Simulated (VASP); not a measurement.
Set up this calculation in VASP 6.6.1, as the native input.

```yaml
Task: electric field gradients
Functional: r2SCAN
Potentials_or_basis: VASP PAW PBE potentials, release 64 (Sn_d, O)
Cutoff: 520 eV
k_mesh: 7 × 7 × 10
Occupations: fermi-dirac, width 0.01 eV
Spin: no spin polarisation
Dipole_correction: no
Further_INCAR_settings: ALGO = Normal; EDIFF = 1e-08; NBANDS = 35
```

The system is SnO2.

```
CELL_PARAMETERS angstrom
4.76482 0.00000 0.00000
0.00000 4.76482 0.00000
0.00000 0.00000 3.20750
ATOMIC_POSITIONS crystal
Sn 0.50000 0.50000 0.50000
Sn 0.00000 0.00000 0.00000
O 0.19403 0.80597 0.50000
O 0.80597 0.19403 0.50000
O 0.30597 0.30597 0.00000
O 0.69403 0.69403 0.00000
```

These files were run (other wordings do the same):

POSCAR

```
SnO2
1.0
    4.7648180450      0.0000000000      0.0000000000
    0.0000000000      4.7648180450      0.0000000000
    0.0000000000      0.0000000000      3.2074997700
Sn O
2 4
Direct
    0.5000000000      0.5000000000      0.5000000000
    0.0000000000      0.0000000000      0.0000000000
    0.1940277000      0.8059723000      0.5000000000
    0.8059723000      0.1940277000      0.5000000000
    0.3059723000      0.3059723000      0.0000000000
    0.6940277000      0.6940277000      0.0000000000
```

INCAR.step1

```
PREC = Accurate
ENCUT = 520
ISMEAR = -1
SIGMA = 0.01
LREAL = False
LASPH = True
NELM = 80
NBANDS = 35
GGA = PE
ALGO = Normal
EDIFF = 1E-4
LWAVE = True
LCHARG = False
```

INCAR.step2

```
PREC = Accurate
ENCUT = 520
EDIFF = 1E-8
ISMEAR = -1
SIGMA = 0.01
LREAL = False
LASPH = True
NELM = 80
ALGO = Normal
ISIF = 2
LWAVE = False
LCHARG = False
METAGGA = R2SCAN
LMIXTAU = True
LEFG = True
NBANDS = 35
ISTART = 1
```

KPOINTS

```
regular mesh
0
Gamma
  7 7 10
```

Potentials or basis: VASP PAW PBE potentials, release 64 (Sn_d, O).

The run is started by

```sh
$ cat potpaw_PBE.64/Sn_d/POTCAR potpaw_PBE.64/O/POTCAR > POTCAR
$ cp INCAR.step1 INCAR
$ mpirun -np 1 vasp_std > vasp.out
$ cp INCAR.step2 INCAR
$ mpirun -np 1 vasp_std > vasp.out
```

It gave:

```json
{
 "Pressure": "0.2 GPa",
 "Largest force": "0.019 eV/Å",
 "Band gap on the k mesh": "1.74 eV, direct"
}
```

Caveat: without QUAD_EFG the Cq values of the log hold for a quadrupole moment of 1 mb, not for the nuclei; the PAW data sets were made with another functional, which shifts forces and pressure a little; spin-orbit coupling is left out, which moves the levels of the heavy elements.

It took 3.6 min on 1 thread of Intel(R) Xeon(R) 6975P-C (Granite Rapids), with other jobs on the host, peak memory 0.26 GiB.
